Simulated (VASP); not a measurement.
Input of a VASP 6.6.1 run:

Contents of INCAR:

```
SYSTEM = PbSe
PREC = Accurate ; ENCUT = 520
EDIFF = 1E-7 ; ISMEAR = -1
SIGMA = 0.06 ; LREAL = .FALSE.
LASPH = .TRUE. ; NELM = 100
ALGO = Normal ; ISIF = 2
LWAVE = .FALSE. ; LCHARG = .FALSE.
GGA = PE ; NBANDS = 17
```

KPOINTS

```
regular mesh
0
G
  4 4 4
  0 0 0
```

The input POSCAR:

```
PbSe
1.0
    0.0000000000      3.0606500000      3.0606500000
    3.0606500000      0.0000000000      3.0606500000
    3.0606500000      3.0606500000      0.0000000000
Pb Se
1 1
Direct
    0.0000000000      0.0000000000      0.0000000000
    0.5000000000      0.5000000000      0.5000000000
```

Potentials or basis: VASP PAW PBE potentials, release 64 (Pb_d, Se).

Run with:

```bash
$ cat potpaw_PBE.64/Pb_d/POTCAR potpaw_PBE.64/Se/POTCAR > POTCAR
$ mpirun -np 1 vasp_std > vasp.out
```

(1) Predict the band gap on the k mesh.

(2) Predict the pressure.

Results:

(1) 0.29 eV, direct.

(2) 2.3 GPa.

Caveat: the k points lie up to 0.44 Å⁻¹ apart; spin-orbit coupling is left out, which moves the levels of the heavy elements.
